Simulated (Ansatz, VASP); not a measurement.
# Two plane-wave programs on CsGeF3

Contents of INCAR:

```
PREC     = Accurate       # precision mode
ENCUT    = 520            # plane-wave cutoff, eV
EDIFF    = 1E-6           # SCF threshold, eV
ISMEAR   = -1             # smearing method
SIGMA    = 0.02           # smearing width, eV
LREAL    = F              # projectors in reciprocal space
LASPH    = T              # aspherical terms in the spheres
NELM     = 100            # most SCF steps
ALGO     = Normal         # electronic algorithm
ISIF     = 2              # what is computed and relaxed
LWAVE    = F              # write WAVECAR
LCHARG   = F              # write CHGCAR
GGA      = PE             # functional
NBANDS   = 30             # bands
```

File KPOINTS:

```
Automatic mesh
0
Gamma
  6 6 6
```

POSCAR

```
CsGeF3
1.0
    4.4965198475      0.0000000000      0.0000000000
    0.0000000000      4.4965198475      0.0000000000
    0.0000000000      0.0000000000      4.4965198475
Cs Ge F
1 1 3
Direct
    0.0000000000      0.0000000000      0.0000000000
    0.5000000000      0.5000000000      0.5000000000
    0.5000000000      0.5000000000      0.0000000000
    0.5000000000      0.0000000000      0.5000000000
    0.0000000000      0.5000000000      0.5000000000
```

Input for Ansatz:

```yaml
crystal:
  lattice:
    - [4.4965198475, 0.0, 0.0]
    - [0.0, 4.4965198475, 0.0]
    - [0.0, 0.0, 4.4965198475]
  atoms:
    - { symbol: Cs, position: [0.0, 0.0, 0.0] }
    - { symbol: Ge, position: [0.5, 0.5, 0.5] }
    - { symbol: F, position: [0.5, 0.5, 0.0] }
    - { symbol: F, position: [0.5, 0.0, 0.5] }
    - { symbol: F, position: [0.0, 0.5, 0.5] }
kpoints:
  mp_grid: { grid: [6, 6, 6] }
  band_path:
    path: [[0.0, 0.0, 0.0], [0.0, 0.5, 0.0], [0.5, 0.5, 0.0], [0.5, 0.5, 0.5]]
    npoints: 1
hamiltonian:
  xc: pbe
scf:
  occupations: { method: fermi_dirac, width: 0.02 }
  n_extra_bands: 5
output:
  forces: true
  stress: true
  eigenvalues: true
```

Alike in both runs: task single point; functional PBE; k mesh 6 × 6 × 6; occupations fermi-dirac, width 0.02 eV; no spin polarisation.

|  | VASP | Ansatz |
| --- | --- | --- |
| version | VASP 6.6.1 | Ansatz 0.2.0 |
| potentials or method | VASP PAW PBE potentials, release 64 (Cs_sv, Ge_d, F) | plane waves, PAW |
| plane-wave cutoff (eV) | 520 | 420 |
| valence electrons in the cell | 44 | 44 |

|  | VASP | Ansatz | Ansatz less VASP |
| --- | --- | --- | --- |
| gap on the k mesh at the Fermi level (eV) | 1.84 | 1.86 | +0.014 |
| pressure (GPa) | 2.3 | 2.4 | +0.10 |

Neither program's run includes spin-orbit coupling.
